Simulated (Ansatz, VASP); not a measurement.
# AlP: VASP beside Ansatz

```
CELL_PARAMETERS angstrom
0.00000 2.70781 2.70781
2.70781 0.00000 2.70781
2.70781 2.70781 0.00000
ATOMIC_POSITIONS crystal
Al 0.00000 0.00000 0.00000
P 0.25000 0.25000 0.25000
```

Change from the starting cell: strained cell.

Alike in both runs: task relaxation of the atoms; functional PBEsol; k mesh 8 × 8 × 8; occupations gaussian, width 0.02 eV; no spin polarisation.

|  | VASP | Ansatz |
| --- | --- | --- |
| version | VASP 6.6.1 | Ansatz 0.2.0 |
| potentials or method | VASP PAW PBE potentials, release 64 (Al, P), cutoff 450 eV | scalar-relativistic, plane waves, PAW |
| valence electrons in the cell | 8 | 8 |

```tsv
	VASP	Ansatz	Ansatz less VASP
gap on the k mesh at the Fermi level, each at its own relaxed structure (eV)	1.39	1.39	+0.003
```

VASP's potentials were made for PBE, not for PBEsol, and Ansatz warns of the same on its side. Ansatz's warnings: stress scf threshold loose.

Noted on VASP's run: the relaxation stopped at its first step, so nothing moved.
